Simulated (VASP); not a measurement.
# CoW3 (Pm-3m) in VASP: single point with PBE

Aim: the single point of CoW3 with PBE.

Everything below comes from runs of VASP 6.6.1. Logs are shortened: lines on timing, memory, paths and dates and some standing lists are left out, and cuts for length are marked.

## 1. The cell of the first run

Symmetry: Pm-3m, No. 221, cubic system. The conventional cell has a = 3.828 Å, b = 3.828 Å, c = 3.828 Å, α = 90.00°, β = 90.00°, γ = 90.00°. Within 3.6 Å of W (site symmetry 4/mmm) lie 8 W at 2.71 Å and 4 Co at 2.71 Å. Co (site symmetry m-3m) has 12 W at 2.71 Å within 3.6 Å.

## 2. Single point, PBE, collinear spin, ferromagnetic start

File INCAR:

```
ALGO = Normal
EDIFF = 1E-6
ENCUT = 690
GGA = PE
GGA_COMPAT = F
ISIF = 2
ISMEAR = -1
ISPIN = 2
LASPH = T
LCHARG = F
LMAXMIX = 4
LORBIT = 11
LREAL = F
LWAVE = F
MAGMOM = 0 0 0 2
NBANDS = 42
NELM = 200
PREC = Accurate
SIGMA = 0.05
```

File KPOINTS:

```
k-points
0
Gamma
  7 7 7
```

File POSCAR:

```
CoW3
1.0
    3.8275867615      0.0000000000      0.0000000000
    0.0000000000      3.8275867615      0.0000000000
    0.0000000000      0.0000000000      3.8275867615
W Co
3 1
Direct
    0.5000000000      0.5000000000      0.0000000000
    0.5000000000      0.0000000000      0.5000000000
    0.0000000000      0.5000000000      0.5000000000
    0.0000000000      0.0000000000      0.0000000000
```

Potentials or basis: VASP PAW PBE potentials, release 64 (W_sv, Co_sv).

On the command line:

```sh
> cat potpaw_PBE.64/W_sv/POTCAR potpaw_PBE.64/Co_sv/POTCAR > POTCAR
> mpirun -np 1 vasp_std > vasp.out
```

OUTCAR:

```text
EDIFF = 1E-6
   ENCUT = 690
   GGA = PE
   ISIF = 2
   ISMEAR = -1
   ISPIN = 2
   LASPH = T
   LORBIT = 11
   LREAL = F
   NELM = 200
   PREC = Accurate

 ion  position               nearest neighbor table
   1  0.500  0.500  0.000-   2 2.71   3 2.71   4 2.71   2 2.71   3 2.71   2 2.71   4 2.71   2 2.71
                             3 2.71   4 2.71   3 2.71   4 2.71
   2  0.500  0.000  0.500-   1 2.71   3 2.71   4 2.71   1 2.71   4 2.71   1 2.71   3 2.71   1 2.71
                             3 2.71   4 2.71   4 2.71   3 2.71
   3  0.000  0.500  0.500-   1 2.71   2 2.71   4 2.71   1 2.71   4 2.71   2 2.71   4 2.71   4 2.71
                             1 2.71   2 2.71   1 2.71   2 2.71
   4  0.000  0.000  0.000-   1 2.71   2 2.71   3 2.71   2 2.71   3 2.71   1 2.71   3 2.71   3 2.71
                             1 2.71   2 2.71   2 2.71   1 2.71

  LATTYP: Found a simple cubic cell.
 ALAT       =     3.8275867615

  Lattice vectors:

 A1 = (   3.8275867615,   0.0000000000,   0.0000000000)
 A2 = (   0.0000000000,   3.8275867615,   0.0000000000)
 A3 = (   0.0000000000,   0.0000000000,   3.8275867615)

Analysis of symmetry for initial positions (statically):
=====================================================================
 Subroutine PRICEL returns:
 Original cell was already a primitive cell.

 Routine SETGRP: Setting up the symmetry group for a
 simple cubic supercell.

 Subroutine GETGRP returns: Found 48 space group operations
 (whereof 48 operations were pure point group operations)
 out of a pool of 48 trial point group operations.

The static configuration has the point symmetry O_h .

Analysis of symmetry for dynamics (positions and initial velocities):
=====================================================================
 Subroutine PRICEL returns:
 Original cell was already a primitive cell.

 Routine SETGRP: Setting up the symmetry group for a
 simple cubic supercell.

 Subroutine GETGRP returns: Found 48 space group operations
 (whereof 48 operations were pure point group operations)
 out of a pool of 48 trial point group operations.

The dynamic configuration has the point symmetry O_h .

Analysis of structural, dynamic, and magnetic symmetry:
=====================================================================
 Subroutine PRICEL returns:
 Original cell was already a primitive cell.

 Routine SETGRP: Setting up the symmetry group for a
 simple cubic supercell.

 Subroutine GETGRP returns: Found 48 space group operations
 (whereof 48 operations were pure point group operations)
 out of a pool of 48 trial point group operations.

The overall configuration has the point symmetry O_h .

 Subroutine INISYM returns: Found 48 space group operations
 (whereof 48 operations are pure point group operations),
 and found     1 'primitive' translations

----------------------------------------------------------------------------------------

                                     Primitive cell

  volume of cell :      56.0758

  direct lattice vectors                    reciprocal lattice vectors
     3.827586762  0.000000000  0.000000000     0.261261223  0.000000000  0.000000000
     0.000000000  3.827586762  0.000000000     0.000000000  0.261261223  0.000000000
     0.000000000  0.000000000  3.827586762     0.000000000  0.000000000  0.261261223

  length of vectors
     3.827586762  3.827586762  3.827586762     0.261261223  0.261261223  0.261261223

  position of ions in fractional coordinates (direct lattice)
     0.500000000  0.500000000  0.000000000
     0.500000000  0.000000000  0.500000000
     0.000000000  0.500000000  0.500000000
     0.000000000  0.000000000  0.000000000

  ion indices of the primitive-cell ions
   primitive index   ion index
                 1           1
                 2           2
                 3           3
                 4           4

----------------------------------------------------------------------------------------

 KPOINTS: k-points

Automatic generation of k-mesh.
 Grid dimensions read from file:
 generate k-points for:    7    7    7

 Generating k-lattice:

  Cartesian coordinates                     Fractional coordinates (reciprocal lattice)
     0.037323032  0.000000000  0.000000000     0.142857143  0.000000000  0.000000000
     0.000000000  0.037323032  0.000000000     0.000000000  0.142857143  0.000000000
     0.000000000  0.000000000  0.037323032     0.000000000  0.000000000  0.142857143

  Length of vectors
     0.037323032  0.037323032  0.037323032

  Shift w.r.t. Gamma in fractional coordinates (k-lattice)
     0.000000000  0.000000000  0.000000000

 Subroutine IBZKPT returns following result:
 ===========================================

 Found     20 irreducible k-points:

 Following reciprocal coordinates:
            Coordinates               Weight
  0.000000  0.000000  0.000000      1.000000
  0.142857  0.000000  0.000000      6.000000
  0.285714  0.000000  0.000000      6.000000
  0.428571  0.000000  0.000000      6.000000
  0.142857  0.142857  0.000000     12.000000
  0.285714  0.142857  0.000000     24.000000
[... 12 lines left out ...]
  0.428571  0.428571  0.285714     24.000000
  0.428571  0.428571  0.428571      8.000000
   k-points           NKPTS =     20   k-points in BZ     NKDIM =     20   number of bands    NBANDS=     42
   number of dos      NEDOS =    301   number of ions     NIONS =      4
   total plane-waves  NPLWV =  46656
   dimension x,y,z NGX =    36 NGY =   36 NGZ =   36
   dimension x,y,z NGXF=    72 NGYF=   72 NGZF=   72
   ions per type =               3   1
   NGX,Y,Z   is equivalent  to a cutoff of  15.64, 15.64, 15.64 a.u.
   NGXF,Y,Z  is equivalent  to a cutoff of  31.27, 31.27, 31.27 a.u.
 SYSTEM =  unknown system
   PREC   = accura    normal or accurate (medium, high low for compatibility)
   ISTART =      0    job   : 0-new  1-cont  2-samecut
   ICHARG =      2    charge: 1-file 2-atom 10-const
   ISPIN  =      2    spin polarized calculation?
   LNONCOLLINEAR =      F non collinear calculations
   LSORBIT =      F    spin-orbit coupling
   LASPH  =      T    aspherical Exc in radial PAW
   ENCUT  =  690.0 eV  50.71 Ry    7.12 a.u.   8.20  8.20  8.20*2*pi/ulx,y,z
   NELM   =    200;   NELMIN=  2; NELMDL= -5     # of ELM steps
   EDIFF  = 0.1E-05   stopping-criterion for ELM
   LREAL  =      F    real-space projection
   EDIFFG = 0.1E-04   stopping-criterion for IOM
   NSW    =      0    number of steps for IOM
   IBRION =     -1    ionic relax: 0-MD 1-quasi-New 2-CG
   NFREE  =      0    steps in history (QN), initial steepest desc. (CG)
   ISIF   =      2    stress and relaxation
   ISYM   =      2    0-nonsym 1-usesym 2-fastsym
   POTIM  = 0.5000    time-step for ionic-motion
   TEBEG  =    0.0;   TEEND  =   0.0 temperature during run
   PSTRESS=    0.0 pullay stress
   NELECT =      59.0000    total number of electrons
   NUPDOWN=      -1.0000    fix difference up-down
   EMIN   =  10.00;   EMAX   =-10.00  energy-range for DOS
   EFERMI =   0.00;   METHOD = LEGACY
   ISMEAR =    -1;   SIGMA  =   0.05  broadening in eV -4-tet -1-fermi 0-gaus
   EFERMI_NEDOS =   21; number of points for ismear=-14 and -15
   IALGO  =     38    algorithm
   IMIX   =      4    mixing-type and parameters
     AMIX     =   0.40;   BMIX     =  1.00
     AMIX_MAG =   1.60;   BMIX_MAG =  1.00
  volume/ion in A,a.u.               =      14.02        94.60
  Fermi-wavevector in a.u.,A,eV,Ry     =   1.665075  3.146535 37.721808  2.772475
  Thomas-Fermi vector in A             =   2.751508
   LORBIT       =     11    0 simple, 1 ext, 2 COOP (PROOUT), +10 PAW based schemes
   GGA     = PE    functional components
   LHFCALC =     F    Hartree Fock is set to
   AEXX    =    0.0000 exact exchange contribution
   IVDW    =     0    specifies the selected vdW correction
   LEPSILON=     F    determine dielectric tensor
   LRPA    =     F    only Hartree local field effects (RPA)
 spin polarized calculation
  energy-cutoff  :      690.00
  volume of cell :       56.08
 maximum number of plane-waves:      2325
 NGX is ok and might be reduce to    36
   NGX = 17   NGY = 17   NGZ = 17

 number of electron      59.0000033 magnetization       0.0296968

 number of electron      59.0000033 magnetization      -0.0018351

 Free energy of the ion-electron system (eV)
  ---------------------------------------------------
  ext. energy  EPLUGINS =         0.00000000
  ---------------------------------------------------
  free energy    TOTEN  =       -44.77969659 eV

  energy without entropy =      -44.74709728  energy(sigma->0) =      -44.76339694

 E-fermi :  11.7227     XC(G=0): -13.9126

 val. band max:       11.7047330010   @ k =   0.1429   0.1429   0.1429
 cond. band min:      11.7762125418   @ k =   0.4286   0.2857   0.0000
 fundamental gap:      0.0714795409
 Fermi energy:        11.7226652466

 spin component 1

 k-point     1 :       0.0000    0.0000    0.0000
  band No.  band energies     occupation
      1     -82.9995      1.00000
      2     -61.9180      1.00000
      3     -61.7095      1.00000
      4     -61.7095      1.00000
      5     -46.2770      1.00000
      6     -46.2770      1.00000
[... 869 lines left out ...]
     40      17.8982      0.00000
     41      22.2644      0.00000
 Fermi energy:        11.7226652466

 spin component 2

 k-point     1 :       0.0000    0.0000    0.0000
  band No.  band energies     occupation
      1     -83.0017      1.00000
      2     -61.9180      1.00000
      3     -61.7095      1.00000
      4     -61.7095      1.00000
      5     -46.2792      1.00000
      6     -46.2792      1.00000
[... 869 lines left out ...]
     40      17.8982      0.00000
     41      22.2640      0.00000
 [bands above 41 left out]

------------------------ aborting loop because EDIFF is reached ----------------------------------------

  FORCE on cell =-STRESS in cart. coord.  units (eV):
  Direction    XX          YY          ZZ          XY          YZ          ZX
  --------------------------------------------------------------------------------------
  -------------------------------------------------------------------------------------
  Total        6.2411466      6.2411466      6.2411466     -0.0000000     -0.0000000      0.0000000
  in kB      178.3199091    178.3199091    178.3199091     -0.0000000     -0.0000000      0.0000000
  external PRESSURE =     178.3199091 kB  Pullay stress =       0.0000000 kB

 VOLUME and BASIS-vectors are now :
 -----------------------------------------------------------------------------
  energy-cutoff  :      690.00
  volume of cell :       56.08
      direct lattice vectors                 reciprocal lattice vectors
     3.827586762  0.000000000  0.000000000     0.261261223  0.000000000  0.000000000
     0.000000000  3.827586762  0.000000000     0.000000000  0.261261223  0.000000000
     0.000000000  0.000000000  3.827586762     0.000000000  0.000000000  0.261261223

 POSITION                                       TOTAL-FORCE (eV/Angst)
 -----------------------------------------------------------------------------------
      1.91379      1.91379      0.00000         0.000000      0.000000      0.000000
      1.91379      0.00000      1.91379         0.000000      0.000000      0.000000
      0.00000      1.91379      1.91379         0.000000      0.000000      0.000000
      0.00000      0.00000      0.00000         0.000000      0.000000      0.000000
 -----------------------------------------------------------------------------------
    total drift:                                0.000000      0.000000      0.000000

  FREE ENERGIE OF THE ION-ELECTRON SYSTEM (eV)
  ---------------------------------------------------
  free  energy   TOTEN  =       -44.7796965948 eV

  energy  without entropy=      -44.7470972825  energy(sigma->0) =      -44.76339694

 total charge

# of ion       s       p       d       tot
------------------------------------------
    1        2.432   6.335   3.455  12.222
    2        2.432   6.335   3.455  12.222
    3        2.432   6.335   3.455  12.222
    4        2.246   6.143   6.721  15.110
--------------------------------------------------
tot          9.543  25.147  17.086  51.776

 magnetization (x)

# of ion       s       p       d       tot
------------------------------------------
    1        0.000   0.000   0.000   0.000
    2        0.000   0.000   0.000   0.000
    3        0.000   0.000   0.000   0.000
    4       -0.000  -0.000  -0.002  -0.002
--------------------------------------------------
tot          0.000   0.000  -0.002  -0.002
```

It took 3.2 min on 1 thread of Intel Xeon Platinum 8259CL at 2.50GHz (Skylake/Cascade Lake), shared host; peak memory 0.3 GiB.

Results:

| Quantity | Value |
| --- | --- |
| Free energy | -44.7797 eV |
| Pressure | 17.8 GPa |
| Net moment | 0.00 μB per cell |
| Valence electrons inside the program's atomic spheres | W 12.22; Co 15.11 |

Levels at points of the mesh, in eV from the Fermi level:
Spin up:
| k point | band 25 | band 26 | band 27 | band 28 | band 29 | band 30 | band 31 | band 32 | band 33 | band 34 |
| --- | --- | --- | --- | --- | --- | --- | --- | --- | --- | --- |
| (0.00, 0.00, 0.00) | -1.20 | -1.20 | 0.39 | 0.39 | 3.06 | 3.06 | 3.06 | 3.22 | 3.22 | 3.22 |
Spin down:
```
           k point  band 26  band 27  band 28  band 29  band 30  band 31  band 32  band 33
(0.00, 0.00, 0.00)    -1.21     0.39     0.39     3.06     3.06     3.06     3.22     3.22
```

Caveat: the cell stands under pressure; the moments typed at the start vanished in this run; spin-orbit coupling is left out, which moves the levels of the heavy elements.
